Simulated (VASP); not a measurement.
A run of VASP 6.6.1 is set up as follows.

The input POSCAR:

```
Re
1.0
    2.7767253403      0.0000000000      0.0000000000
   -1.3883626701      2.4047146840      0.0000000000
    0.0000000000      0.0000000000      8.9505499596
Re
4
Direct
    0.0000000000      0.0000000000      0.0000000000
    0.3333333333      0.6666666667      0.2500000000
    0.0000000000      0.0000000000      0.5000000000
    0.6666666667      0.3333333333      0.7500000000
```

File INCAR.step1:

```
SYSTEM = Re
PREC = Accurate
ENCUT = 660
ISMEAR = 0
SIGMA = 0.1
LREAL = .FALSE.
LASPH = .TRUE.
NELM = 120
NBANDS = 22
GGA = PE
ALGO = Normal
EDIFF = 1E-5
LWAVE = .TRUE.
LCHARG = .FALSE.
GGA_COMPAT = .FALSE.
```

The input INCAR.step2:

```
SYSTEM = Re
PREC = Accurate
ENCUT = 660
EDIFF = 1E-6
ISMEAR = 0
SIGMA = 0.1
LREAL = .FALSE.
LASPH = .TRUE.
NELM = 120
ALGO = Normal
ISIF = 2
LWAVE = .FALSE.
LCHARG = .TRUE.
METAGGA = R2SCAN
LMIXTAU = .TRUE.
LELF = .TRUE.
LVHAR = .TRUE.
NBANDS = 22
ISTART = 1
GGA_COMPAT = .FALSE.
```

KPOINTS

```
Automatic mesh
0
G
  18 18 6
  0 0 0
```

Potentials or basis: VASP PAW PBE potentials, release 64 (Re).

Launch:

```bash
$ cat potpaw_PBE.64/Re/POTCAR > POTCAR
$ cp INCAR.step1 INCAR
$ mpirun -np 1 vasp_std > vasp.out
$ cp INCAR.step2 INCAR
$ mpirun -np 1 vasp_std > vasp.out
```

Problem. What does it give for the band gap on the k mesh?

Solution. Zero (bands 14 and 15 overlap by 2.58 eV).

Problem. What does it give for the pressure?

Solution. -6.4 GPa.

Stress tensor (GPa, compression positive):
```
-6.42  0.00  0.00
 0.00 -6.42  0.00
 0.00  0.00 -6.23
```

Caveat: the cell stands under tension; the PAW data sets were made with another functional, which shifts forces and pressure a little; spin-orbit coupling is left out, which moves the levels of the heavy elements.
